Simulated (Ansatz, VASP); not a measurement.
Pd: VASP beside Ansatz

```
Pd
1.0
    -1.57228    1.57228    1.57228
     1.57228   -1.57228    1.57228
     1.57228    1.57228   -1.57228
Pd
1
Direct
  0.00000 0.00000 0.00000
```

Alike in both runs: task relaxation of cell and atoms; functional HF; k mesh 6 × 6 × 6; occupations fermi-dirac, width 0.05 eV; no spin polarisation.

|  | VASP | Ansatz |
| --- | --- | --- |
| version | VASP 6.6.1 | Ansatz 0.2.0 |
| potentials or method | VASP PAW PBE potentials, release 64 (Pd) | Ansatz PAW |
| plane-wave cutoff (eV) | 600 | 420 |
| valence electrons in the cell | 10 | 18 |

```tsv
	VASP	Ansatz	Ansatz less VASP
gap on the k mesh at the Fermi level, each at its own relaxed structure (eV)	none	none	-
relaxed volume (Å³/atom)	16.05	16.02	-0.036
relaxed length of the cell vector where the two differ most in proportion (Å)	2.752	2.750	-0.0021
```

VASP's potentials were made for PBE, not for HF. A gap of «none» marks a metal or a gap that the smearing closes. VASP's potentials hold 10 valence electrons a cell and Ansatz's 18, so a difference there can come from the potentials and not from the codes.

The k mesh is coarse, so the values compare programs but aren't converged. Noted on Ansatz's run: Pulay correction over one GPa; the plane-wave basis is chosen anew once the cell has moved, so the energies of steps on either side of that aren't comparable.
